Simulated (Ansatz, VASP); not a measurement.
# GaN in VASP and in Ansatz

INCAR

```
PREC = Accurate
ENCUT = 520
EDIFF = 1E-7
ISMEAR = -1
SIGMA = 0.02
LREAL = F
LASPH = T
NELM = 60
ALGO = Normal
ISIF = 2
LWAVE = F
LCHARG = F
GGA = PS
NBANDS = 16
```

Contents of KPOINTS:

```
Automatic mesh
0
Gamma
  13 13 13
```

POSCAR

```
GaN
1.0
    0.0000000000      1.9521713286      1.9521713286
    1.9521713286      0.0000000000      1.9521713286
    1.9521713286      1.9521713286      0.0000000000
Ga N
1 1
Direct
    0.5000000000      0.5000000000      0.5000000000
    0.0000000000      0.0000000000      0.0000000000
```

Input for Ansatz:

```yaml
crystal:
  lattice:
    - [0.0, 1.9521713286, 1.9521713286]
    - [1.9521713286, 0.0, 1.9521713286]
    - [1.9521713286, 1.9521713286, 0.0]
  atoms:
    - { symbol: Ga, position: [0.5, 0.5, 0.5] }
    - { symbol: "N", position: [0.0, 0.0, 0.0] }
kpoints:
  mp_grid: { grid: [13, 13, 13] }
scf:
  occupations: { method: fermi_dirac, width: 0.02 }
hamiltonian:
  xc: pbesol
  pseudopotentials: { kind: all_electron, lapw: { basis_error: 0.001 } }
output:
  forces: true
  stress: true
  eigenvalues: true
```

Change from the starting cell: volume scaled by 0.9405.

Alike in both runs: task single point; functional PBEsol; k mesh 13 × 13 × 13; occupations fermi-dirac, width 0.02 eV; no spin polarisation.

|  | VASP | Ansatz |
| --- | --- | --- |
| version | VASP 6.6.1 | Ansatz 0.2.0 |
| potentials or method | VASP PAW PBE potentials, release 64 (Ga_d, N), cutoff 520 eV | all-electron LAPW, scalar-relativistic |

```tsv
	VASP	Ansatz	Ansatz less VASP
gap on the k mesh at the Fermi level (eV)	2.27	2.28	+0.014
pressure (GPa)	92.2	91.4	-0.84
```

VASP's potentials were made for PBE, not for PBEsol. Both programs put the cell under a high pressure, so it lies far from rest at this level. Ansatz ran all-electron here, and VASP with PAW potentials.

Noted on VASP's run: the cell as given lies far from equilibrium.
